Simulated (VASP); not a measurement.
# TiTe2 in VASP: a series of runs

Runs on TiTe2. Level: PBE+D3(BJ). Tasks: single point.

Everything below comes from runs of VASP 6.6.1. Logs are shortened: lines on timing, memory, paths and dates and some standing lists are left out, and cuts for length are marked.

### 1 The cell of the first run

The cell holds a slab with vacuum, 6 atoms: a = 3.679 Å, b = 3.679 Å, c = 24.550 Å, α = 90.00°, β = 90.00°, γ = 120.00°.

### 2 Single point, PBE+D3(BJ) (layers slid over each other)

INCAR

```
SYSTEM = TiTe2
ALGO = Normal
DIPOL = 0.5 0.5 0.403
EDIFF = 1E-7
ENCUT = 520
GGA = PE
IDIPOL = 3
ISIF = 2
ISMEAR = 0
IVDW = 12
LASPH = .TRUE.
LCHARG = .FALSE.
LDIPOL = .TRUE.
LREAL = .FALSE.
LWAVE = .FALSE.
NBANDS = 33
NELM = 60
PREC = Accurate
SIGMA = 0.1
```

KPOINTS

```
k-points
0
G
  9 9 1
  0 0 0
```

POSCAR

```
TiTe2
1.0
    3.6786896756      0.0000000000      0.0000000000
   -1.8393448378      3.1858387117      0.0000000000
    0.0000000000      0.0000000000     24.5502267604
Te Ti
4 2
Direct
    0.3333333333      0.6666666667      0.1832976959
    0.6666666667      0.3333333333      0.3268855094
    0.6666666667      0.8333333333      0.4788189329
    1.0000000000      0.5000000000      0.6224067464
    0.0000000000      0.0000000000      0.2550916027
    0.3333333333      0.1666666667      0.5506128396
```

Potentials or basis: VASP PAW PBE potentials, release 64 (Te, Ti_sv).

Started as:

```console
> cat potpaw_PBE.64/Te/POTCAR potpaw_PBE.64/Ti_sv/POTCAR > POTCAR
> mpirun -np 1 vasp_std > vasp.out
```

OUTCAR:

```text
SYSTEM = TiTe2
   EDIFF = 1E-7
   ENCUT = 520
   GGA = PE
   ISIF = 2
   ISMEAR = 0
   IVDW = 12
   LASPH = .TRUE.
   LREAL = .FALSE.
   NELM = 60
   PREC = Accurate
 IVDW          = 12

 ion  position               nearest neighbor table
   1  0.333  0.667  0.183-   5 2.76   5 2.76   5 2.76
   2  0.667  0.333  0.327-   5 2.76   5 2.76   5 2.76
   3  0.667  0.833  0.479-   6 2.76   6 2.76   6 2.76
   4  0.000  0.500  0.622-   6 2.76   6 2.76   6 2.76
   5  0.000  0.000  0.255-   2 2.76   2 2.76   2 2.76   1 2.76   1 2.76   1 2.76
   6  0.333  0.167  0.551-   3 2.76   3 2.76   3 2.76   4 2.76   4 2.76   4 2.76

  LATTYP: Found a hexagonal cell.
 ALAT       =     3.6786896756
 C/A-ratio  =     6.6736335286

  Lattice vectors:

 A1 = (   3.6786896756,   0.0000000000,   0.0000000000)
 A2 = (  -1.8393448378,   3.1858387117,   0.0000000000)
 A3 = (   0.0000000000,   0.0000000000,  24.5502267604)

Analysis of symmetry for initial positions (statically):
=====================================================================
 Subroutine PRICEL returns:
 Original cell was already a primitive cell.

 Routine SETGRP: Setting up the symmetry group for a
 hexagonal supercell.

 Subroutine GETGRP returns: Found  4 space group operations
 (whereof  2 operations were pure point group operations)
 out of a pool of 24 trial point group operations.

The static configuration has the point symmetry C_1h.
 The point group associated with its full space group is C_2h.

Analysis of symmetry for dynamics (positions and initial velocities):
=====================================================================
 Subroutine PRICEL returns:
 Original cell was already a primitive cell.

 Routine SETGRP: Setting up the symmetry group for a
 hexagonal supercell.

 Subroutine GETGRP returns: Found  4 space group operations
 (whereof  2 operations were pure point group operations)
 out of a pool of 24 trial point group operations.

The dynamic configuration has the point symmetry C_1h.
 The point group associated with its full space group is C_2h.

 Subroutine INISYM returns: Found  4 space group operations
 (whereof  2 operations are pure point group operations),
 and found     1 'primitive' translations

----------------------------------------------------------------------------------------

                                     Primitive cell

  volume of cell :     287.7216

  direct lattice vectors                    reciprocal lattice vectors
     3.678689676  0.000000000  0.000000000     0.271835922  0.156944543  0.000000000
    -1.839344838  3.185838712  0.000000000     0.000000000  0.313889086  0.000000000
[... 106 lines left out ...]
   EFERMI =   0.00;   METHOD = LEGACY
   ISMEAR =     0;   SIGMA  =   0.10  broadening in eV -4-tet -1-fermi 0-gaus
   EFERMI_NEDOS =   21; number of points for ismear=-14 and -15
   IALGO  =     38    algorithm
   IMIX   =      4    mixing-type and parameters
     AMIX     =   0.40;   BMIX     =  1.00
     AMIX_MAG =   1.60;   BMIX_MAG =  1.00
  volume/ion in A,a.u.               =      47.95       323.61
  Fermi-wavevector in a.u.,A,eV,Ry     =   0.901221  1.703060 11.050632  0.812199
  Thomas-Fermi vector in A             =   2.024275
   LORBIT       =      0    0 simple, 1 ext, 2 COOP (PROOUT), +10 PAW based schemes
   GGA     = PE    functional components
   LHFCALC =     F    Hartree Fock is set to
   AEXX    =    0.0000 exact exchange contribution
   IVDW    =    12    specifies the selected vdW correction
   LEPSILON=     F    determine dielectric tensor
   LRPA    =     F    only Hartree local field effects (RPA)
 non-spin polarized calculation
 Gauss-broadening in eV      SIGMA  =   0.10
  energy-cutoff  :      520.00
  volume of cell :      287.72
 maximum number of plane-waves:      7779
   NGX = 13   NGY = 13   NGZ = 91

 dipolmoment           0.000000      0.000000      0.000014 electrons x Angstroem

 number of electron      48.0000002 magnetization

 dipolmoment           0.000000      0.000000     -0.000004 electrons x Angstroem

 Free energy of the ion-electron system (eV)
  ---------------------------------------------------
  ext. energy  EPLUGINS =         0.00000000
  ---------------------------------------------------
  free energy    TOTEN  =       -32.36478730 eV

  energy without entropy =      -32.35520929  energy(sigma->0) =      -32.35999829

 E-fermi :   1.6023     XC(G=0):  -5.9764

 val. band max:        1.5832571122   @ k =   0.3333   0.0000   0.0000
 cond. band min:       1.6585949288   @ k =   0.3333   0.0000   0.0000
 fundamental gap:      0.0753378166
 Fermi energy:         1.6023330605

 k-point     1 :       0.0000    0.0000    0.0000
  band No.  band energies     occupation
      1     -55.7356      2.00000
      2     -55.7356      2.00000
      3     -31.9895      2.00000
      4     -31.9894      2.00000
      5     -31.9865      2.00000
      6     -31.9864      2.00000
[... 853 lines left out ...]
     32       3.8944      0.00000
     33       4.4973      0.00000

 [... further k-points ...]

------------------------ aborting loop because EDIFF is reached ----------------------------------------

 vacuum level on the upper side and lower side of the slab       (xc-potential included)        -0.085        -0.083

 Edisp (eV)   -2.46641

 E8    (eV) :    -1.1743

  FORCE on cell =-STRESS in cart. coord.  units (eV):
  Direction    XX          YY          ZZ          XY          YZ          ZX
  --------------------------------------------------------------------------------------
  -------------------------------------------------------------------------------------
  Total      -0.22453    -0.18140    -0.81669    -0.03735    -0.01250    -0.02164
  in kB      -1.25028    -1.01010    -4.54774    -0.20801    -0.06958    -0.12052
  external pressure =       -2.27 kB  Pullay stress =        0.00 kB

 VOLUME and BASIS-vectors are now :
 -----------------------------------------------------------------------------
  energy-cutoff  :      520.00
  volume of cell :      287.72
      direct lattice vectors                 reciprocal lattice vectors
     3.678689676  0.000000000  0.000000000     0.271835922  0.156944543  0.000000000
    -1.839344838  3.185838712  0.000000000     0.000000000  0.313889086  0.000000000
     0.000000000  0.000000000 24.550226760     0.000000000  0.000000000  0.040732821

 POSITION                                       TOTAL-FORCE (eV/Angst)
 -----------------------------------------------------------------------------------
     -0.00000      2.12389      4.50000        -0.002010     -0.001161     -0.018767
      1.83934      1.06195      8.02511         0.003776      0.002180      0.081584
      0.91967      2.65487     11.75511        -0.003776     -0.002180     -0.081584
     -0.91967      1.59292     15.28023         0.002010      0.001161      0.018767
      0.00000      0.00000      6.26256         0.003787      0.002186      0.091276
      0.91967      0.53097     13.51767        -0.003787     -0.002186     -0.091276
 -----------------------------------------------------------------------------------
    total drift:                                0.000000     -0.000000     -0.000154

  FREE ENERGIE OF THE ION-ELECTRON SYSTEM (eV)
  ---------------------------------------------------
  free  energy   TOTEN  =       -34.8311981452 eV

  energy  without entropy=      -34.8216201351  energy(sigma->0) =      -34.82640914

 vacuum level on the upper side and lower side of the slab         6.375         6.377
```

OSZICAR:

```text
N       E                     dE             d eps       ncg     rms          rms(c)
DAV:   1     0.422289605804E+03    0.42229E+03   -0.21004E+04  1906   0.125E+03
DAV:   2     0.162333971021E+02   -0.40606E+03   -0.39199E+03  1974   0.328E+02
DAV:   3    -0.295246321331E+02   -0.45758E+02   -0.44714E+02  2567   0.100E+02
[... 19 lines left out ...]
DAV:  23    -0.323647847621E+02   -0.67087E-05   -0.34748E-07  1586   0.228E-03    0.306E-03
DAV:  24    -0.323647868532E+02   -0.20912E-05   -0.11494E-07  1412   0.146E-03    0.104E-03
DAV:  25    -0.323647871389E+02   -0.28567E-06   -0.20473E-08  1179   0.634E-04    0.673E-04
DAV:  26    -0.323647872918E+02   -0.15290E-06   -0.16763E-08  1140   0.808E-04    0.227E-04
DAV:  27    -0.323647872956E+02   -0.37780E-08   -0.63527E-09  1084   0.379E-04
   1 F= -.34831198E+02 E0= -.34826409E+02  d E =-.957801E-02
```

stdout:

```text
POSCAR found type information on POSCAR TeTi
 POSCAR found :  2 types and       6 ions
 scaLAPACK will be used
 LDA part: xc-table for (Slater+PW92), standard interpolation
 POSCAR, INCAR and KPOINTS ok, starting setup
 FFT: planning ... GRIDC
 FFT: planning ... GRID_SOFT
 FFT: planning ... GRID
 WAVECAR not read
 entering main loop
```

Wall time 3.8 min (1 thread of Intel Xeon 6975P-C (Granite Rapids), shared host); peak memory 0.5 GiB.

Results:

```yaml
Free_energy: -34.8312 eV
Largest_force: 0.091 eV/Å
Band_gap_on_the_k_mesh: zero (bands 24 and 25 overlap by 0.72 eV)
Dispersion_energy_per_atom: -0.411 eV
```

Forces in eV/Å, atoms in the order of the input:
```
Te  -0.002 -0.001 -0.019
Te   0.004  0.002  0.082
Te  -0.004 -0.002 -0.082
Te   0.002  0.001  0.019
Ti   0.004  0.002  0.091
Ti  -0.004 -0.002 -0.091
```

Levels at points of the mesh, in eV from the Fermi level:
```csv
k point,band 20,band 21,band 22,band 23,band 24,band 25,band 26,band 27,band 28,band 29
"(0.00, 0.00, 0.00)",-1.06,0.40,0.55,0.55,0.55,0.55,0.71,1.37,1.41,1.44
```

Caveat: the cell differs from its parent crystal (layers slid over each other); spin-orbit coupling is left out, which moves the levels of the heavy elements.

### 3 Single point, PBE+D3(BJ) (layers slid over each other)

INCAR

```
SYSTEM = TiTe2
PREC = Accurate
ENCUT = 520
EDIFF = 1E-6
ISMEAR = 0
SIGMA = 0.1
LREAL = .FALSE.
LASPH = .TRUE.
NELM = 60
ALGO = Normal
ISIF = 2
LWAVE = .FALSE.
LCHARG = .TRUE.
LDIPOL = .TRUE.
IDIPOL = 3
DIPOL = 0.5 0.5 0.403
GGA = PE
IVDW = 12
LELF = .TRUE.
LVHAR = .TRUE.
LVACPOTAV = .TRUE.
NBANDS = 33
```

KPOINTS

```
Automatic mesh
0
G
  9 9 1
  0 0 0
```

POSCAR

```
TiTe2
1.0
    3.6786896756      0.0000000000      0.0000000000
   -1.8393448378      3.1858387117      0.0000000000
    0.0000000000      0.0000000000     24.5502267604
Te Ti
4 2
Direct
    0.3333333333      0.6666666667      0.1832976959
    0.6666666667      0.3333333333      0.3268855094
    0.8333333333      0.6666666667      0.4788189329
    1.1666666667      0.3333333333      0.6224067464
    0.0000000000      0.0000000000      0.2550916027
    0.5000000000      0.0000000000      0.5506128396
```

Potentials or basis: VASP PAW PBE potentials, release 64 (Te, Ti_sv).

Started as:

```console
> cat potpaw_PBE.64/Te/POTCAR potpaw_PBE.64/Ti_sv/POTCAR > POTCAR
> mpirun -np 1 vasp_std > vasp.out
```

Run time: 3.5 min. Hardware: 1 thread of Intel Xeon 6975P-C (Granite Rapids), shared host; peak memory 0.51 GiB.

The run converged. Its results:

```yaml
Free_energy: -34.8073 eV
Largest_force: 0.097 eV/Å
Band_gap_on_the_k_mesh: zero (bands 24 and 25 overlap by 0.74 eV)
Dispersion_energy_per_atom: -0.411 eV
```

Forces on the atoms (eV/Å):
```
Te   0.000 -0.003 -0.022
Te   0.000 -0.039  0.011
Te   0.000  0.039 -0.011
Te   0.000  0.003  0.022
Ti   0.000 -0.006  0.097
Ti   0.000  0.006 -0.097
```

Levels at points of the mesh, in eV from the Fermi level:
| k point | band 22 | band 23 | band 24 | band 25 | band 26 | band 27 |
| --- | --- | --- | --- | --- | --- | --- |
| (0.00, 0.00, 0.00) | 0.54 | 0.54 | 0.55 | 0.55 | 0.72 | 1.39 |

Caveat: the cell differs from its parent crystal (layers slid over each other); spin-orbit coupling is left out, which moves the levels of the heavy elements.

### 4 Single point, PBE+D3(BJ) (layers slid over each other)

INCAR

```
SYSTEM = TiTe2
  PREC = Accurate
  ENCUT = 520
  EDIFF = 1E-7
  ISMEAR = 0
  SIGMA = 0.1
  LREAL = .FALSE.
  LASPH = .TRUE.
  NELM = 100
  ALGO = Normal
  ISIF = 2
  LWAVE = .FALSE.
  LCHARG = .FALSE.
  LDIPOL = .TRUE.
  IDIPOL = 3
  DIPOL = 0.5 0.5 0.403
  GGA = PE
  IVDW = 12
  NBANDS = 33
```

KPOINTS is that of step 3.

POSCAR

```
TiTe2
1.0
    3.6786896756      0.0000000000      0.0000000000
   -1.8393448378      3.1858387117      0.0000000000
    0.0000000000      0.0000000000     24.5502267604
Te Ti
4 2
Direct
    0.3333333333      0.6666666667      0.1832976959
    0.6666666667      0.3333333333      0.3268855094
    1.0000000000      0.5000000000      0.4788189329
    1.3333333333      0.1666666667      0.6224067464
    0.0000000000      0.0000000000      0.2550916027
    0.6666666667     -0.1666666667      0.5506128396
```

Started as:

```console
> cat potpaw_PBE.64/Te/POTCAR potpaw_PBE.64/Ti_sv/POTCAR > POTCAR
> mpirun -np 1 vasp_std > vasp.out
```

Run time: 3.6 min. Hardware: 1 thread of Intel Xeon 6975P-C (Granite Rapids), shared host; peak memory 0.48 GiB.

The run converged. Its results:

```
Free energy                : -34.8106 eV
Largest force              : 0.110 eV/Å
Band gap on the k mesh     : zero (bands 24 and 25 overlap by 0.72 eV)
Dispersion energy per atom : -0.411 eV
```

Forces in eV/Å, atoms in the order of the input:
```
Te   0.000  0.000 -0.024
Te  -0.036 -0.021  0.013
Te   0.036  0.021 -0.013
Te   0.000  0.000  0.024
Ti  -0.011 -0.007  0.109
Ti   0.011  0.007 -0.109
```

Levels at points of the mesh, in eV from the Fermi level:
| k point | band 21 | band 22 | band 23 | band 24 | band 25 | band 26 | band 27 | band 28 |
| --- | --- | --- | --- | --- | --- | --- | --- | --- |
| (0.00, 0.00, 0.00) | 0.39 | 0.54 | 0.54 | 0.54 | 0.54 | 0.72 | 1.38 | 1.40 |

Caveat: the cell differs from its parent crystal (layers slid over each other); spin-orbit coupling is left out, which moves the levels of the heavy elements.

### 5 Overview

```csv
cell,gap on the mesh (eV),largest force (eV/Å)
"as given, atomic positions A",none,0.09
"as given, atomic positions B",none,0.10
"as given, atomic positions C",none,0.11
```

Alike in all rows: task single point; level PBE+D3(BJ); potentials or basis VASP PAW PBE potentials, release 64 (Te, Ti_sv); no spin polarisation; k mesh 9 × 9 × 1; cutoff (eV) 520; smearing gaussian 0.1 eV.

Caveats: spin-orbit coupling is left out, which moves the levels of the heavy elements.

Total energies depend on the potentials used, so only differences within one code and one set of settings carry meaning.
